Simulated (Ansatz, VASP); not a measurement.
**BeIr: VASP beside Ansatz**

The input INCAR:

```
SYSTEM = BeIr
ALGO = Normal
EDIFF = 1E-6
ENCUT = 520
GGA = PE
ISIF = 2
ISMEAR = 0
ISPIN = 2
LASPH = .TRUE.
LCHARG = .TRUE.
LELF = .TRUE.
LMAXMIX = 4
LORBIT = 11
LREAL = .FALSE.
LVHAR = .TRUE.
LWAVE = .FALSE.
MAGMOM = 0 1
NBANDS = 16
NELM = 150
PREC = Accurate
SIGMA = 0.1
```

KPOINTS

```
k-points
0
G
  6 6 6
  0 0 0
```

The input POSCAR:

```
BeIr
1.0
    0.0000000000      2.2818082612      2.2818082612
    2.2818082612      0.0000000000      2.2818082612
    2.2818082612      2.2818082612      0.0000000000
Be Ir
1 1
Direct
    0.5000000000      0.5000000000      0.5000000000
    0.0000000000      0.0000000000      0.0000000000
```

Input for Ansatz:

```yaml
crystal:
  lattice:
    - [0.0, 2.2818082612, 2.2818082612]
    - [2.2818082612, 0.0, 2.2818082612]
    - [2.2818082612, 2.2818082612, 0.0]
  atoms:
    - { symbol: Be, position: [0.5, 0.5, 0.5] }
    - { symbol: Ir, position: [0.0, 0.0, 0.0], spin: 1.0 }
basis:
  ecutwfc: 420
kpoints:
  mp_grid: { grid: [6, 6, 6] }
hamiltonian:
  xc: pbe
scf:
  occupations: { method: gaussian, width: 0.1 }
  lower_state_search: "off"
output:
  forces: true
  stress: true
  eigenvalues: true
  populations: true
magnetization:
  spin_polarized: true
```

Change from the starting cell: species swapped into the TbS type (Fm-3m, No. 225).

Alike in both runs: task single point; functional PBE; k mesh 6 × 6 × 6; occupations gaussian, width 0.1 eV; collinear spin.

|  | VASP | Ansatz |
| --- | --- | --- |
| version | VASP 6.6.1 | Ansatz 0.2.0 |
| potentials or method | VASP PAW PBE potentials, release 64 (Be, Ir), cutoff 520 eV | scalar-relativistic, plane waves, PAW |
| valence electrons in the cell | 11 | 19 |

VASP gave:

- gap on the k mesh at the Fermi level (eV): none
- pressure (GPa): 1.1
- net moment per atom (μB): 0.20
- size of the moment on the site where the two differ most (μB): 0.40

**Question.** Which values does Ansatz return?

**Answer.** gap on the k mesh at the Fermi level (eV): none; pressure (GPa): 0.7; net moment per atom (μB): 0.21; size of the moment on the site where the two differ most (μB): 0.31.

Site moments also hang on the region over which each program counts them. A gap of «none» marks a metal or a gap that the smearing closes. VASP's potentials hold 11 valence electrons a cell and Ansatz's 19, so a difference there can come from the potentials and not from the codes.

The k mesh is coarse, so the values compare programs but aren't converged. Spin-orbit coupling is off throughout.
